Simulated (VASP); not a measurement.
Write the native input for VASP 6.6.1 that does the following.

- Task: relaxation of cell and atoms
- Functional: PBEsol
- Potentials or basis: VASP PAW PBE potentials, release 64 (Ga_d)
- Cutoff: 600 eV
- k mesh: 10 × 10 × 8
- Occupations: fermi-dirac, width 0.05 eV
- Spin: no spin polarisation
- Target pressure: 5 GPa
- Dipole correction: no
- Further INCAR settings: ALGO = Fast; EDIFF = 1e-06; IBRION = 2; EDIFFG = -0.01; NSW = 60; ISIF = 3

The structure of Ga lies in POSCAR:

```
Ga
1.0
    1.3830000000     -4.0265000000      0.0000000000
    1.3830000000      4.0265000000      0.0000000000
   -0.1174474948      0.0000000000      3.3299294416
Ga
2
Direct
    0.1310000000      0.8690000000      0.7500000000
    0.8690000000      0.1310000000      0.2500000000
```

The input as run:

INCAR

```
PREC     = Accurate       # precision mode
ENCUT    = 600            # plane-wave cutoff, eV
EDIFF    = 1E-6           # SCF threshold, eV
ISMEAR   = -1             # smearing method
SIGMA    = 0.05           # smearing width, eV
LREAL    = False          # projectors in reciprocal space
LASPH    = True           # aspherical terms in the spheres
NELM     = 100            # most SCF steps
ALGO     = Fast           # electronic algorithm
ISIF     = 3              # what is computed and relaxed
LWAVE    = False          # write WAVECAR
LCHARG   = False          # write CHGCAR
GGA      = PS             # functional
IBRION   = 2              # ionic algorithm
NSW      = 60             # ionic steps
EDIFFG   = -0.01          # ionic threshold
PSTRESS  = 50.0
```

KPOINTS

```
regular mesh
0
Gamma
  10 10 8
```

Potentials or basis: VASP PAW PBE potentials, release 64 (Ga_d).

Launch:

```console
$ cat potpaw_PBE.64/Ga_d/POTCAR > POTCAR
$ mpirun -np 1 vasp_std > vasp.out
```

Results of the run:

```
Relaxed volume                                             : 16.72 Å³/atom
Relaxed cell                                               : a = 4.182 Å, b = 4.182 Å, c = 3.090 Å, α = 90.52°, β = 90.52°, γ = 141.77°
Space group after relaxing (to 0.1 Å)                      : C2/c (No. 15)
Energy change on relaxing (the run minimises the enthalpy) : +5.4 meV/atom
Ionic steps                                                : 23
Pressure after relaxing                                    : 5.0 GPa
Largest force after relaxing                               : 0.007 eV/Å
Band gap on the k mesh                                     : zero (bands 13 and 14 overlap by 9.83 eV)
```

Caveat: the cell is relaxed towards a set pressure, so the run minimises the enthalpy, not the energy; the PAW data sets were made with another functional, which shifts forces and pressure a little.

Wall time 61 min on 1 thread of Intel Xeon 8259CL, on a shared host, peak memory 0.32 GiB.
